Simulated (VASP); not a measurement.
Here is a VASP 6.6.1 calculation.

The input INCAR:

```
SYSTEM = AlNi
PREC = Accurate
ENCUT = 520
EDIFF = 1E-6
ISMEAR = 0
SIGMA = 0.1
LREAL = .FALSE.
LASPH = .TRUE.
NELM = 100
ALGO = Fast
ISIF = 2
LWAVE = .FALSE.
LCHARG = .FALSE.
GGA = PS
NBANDS = 14
ISYM = 0
```

KPOINTS

```
Automatic mesh
0
G
  12 8 18
  0 0 0
```

Contents of POSCAR:

```
AlNi
1.0
    2.9764078219      0.0000000000      0.0000000000
    0.0000000000      4.2092758387     -0.0019894550
    0.0000000000      2.1037252589      1.9687201749
Al Ni
1 1
Direct
    0.0000000000      0.0000000000      0.0000000000
    0.5000000000      0.5000000000      0.0000000000
```

Potentials or basis: VASP PAW PBE potentials, release 64 (Al, Ni).

Launch:

```bash
$ cat potpaw_PBE.64/Al/POTCAR potpaw_PBE.64/Ni/POTCAR > POTCAR
$ mpirun -np 1 vasp_std > vasp.out
```

**Question.** Estimate the pressure.

**Answer.** -7.4 GPa.

Stress tensor (GPa, compression positive):
```
 -8.29   0.00   0.00
  0.00 -13.85   0.02
  0.00   0.02  -0.04
```

Caveat: the PAW data sets were made with another functional, which shifts forces and pressure a little. Spin polarisation is off, so any magnetic state and its effect on volume and gap are missing.
